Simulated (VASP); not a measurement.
Write the native input for VASP 6.6.1 that does the following.

```yaml
Task: single point
Functional: LDA
Potentials_or_basis: VASP PAW LDA potentials, release 64 (Na_pv, Cl)
Cutoff: 520 eV
k_mesh: 8 × 8 × 8
Occupations: gaussian, width 0.01 eV
Spin: no spin polarisation
Dipole_correction: no
Further_INCAR_settings: ALGO = Normal; EDIFF = 1e-06; NBANDS = 14
```

The structure of NaCl lies in POSCAR:

```
NaCl
1.0
    2.7868381000      2.7868381000      0.0000000000
   -2.7868381000      2.7868381000      0.0000000000
    0.0000000000      2.7868381000      2.6994078851
Na Cl
1 1
Direct
    0.0000000000      0.0000000000      0.0000000000
    0.5000000000      0.5000000000      0.0000000000
```

This cell differs from its parent crystal: in-plane strain +0.02.

These files were run (other wordings do the same):

INCAR

```
SYSTEM = NaCl
PREC = Accurate ; ENCUT = 520
EDIFF = 1E-6 ; ISMEAR = 0
SIGMA = 0.01 ; LREAL = .FALSE.
LASPH = .TRUE. ; NELM = 60
ALGO = Normal ; ISIF = 2
LWAVE = .FALSE. ; LCHARG = .FALSE.
NBANDS = 14
```

KPOINTS

```
regular mesh
0
G
  8 8 8
  0 0 0
```

Potentials or basis: VASP PAW LDA potentials, release 64 (Na_pv, Cl).

The run is started by

```sh
$ cat potpaw_LDA.64/Na_pv/POTCAR potpaw_LDA.64/Cl/POTCAR > POTCAR
$ mpirun -np 1 vasp_std > vasp.out
```

Results of the run:

- Pressure: -0.7 GPa
- Band gap on the k mesh: 4.95 eV

Caveat: the cell differs from its parent crystal (in-plane strain +0.02).

Wall time 56 s on 1 thread of Intel Xeon 8259CL, with other jobs on the host, peak memory 0.16 GiB.
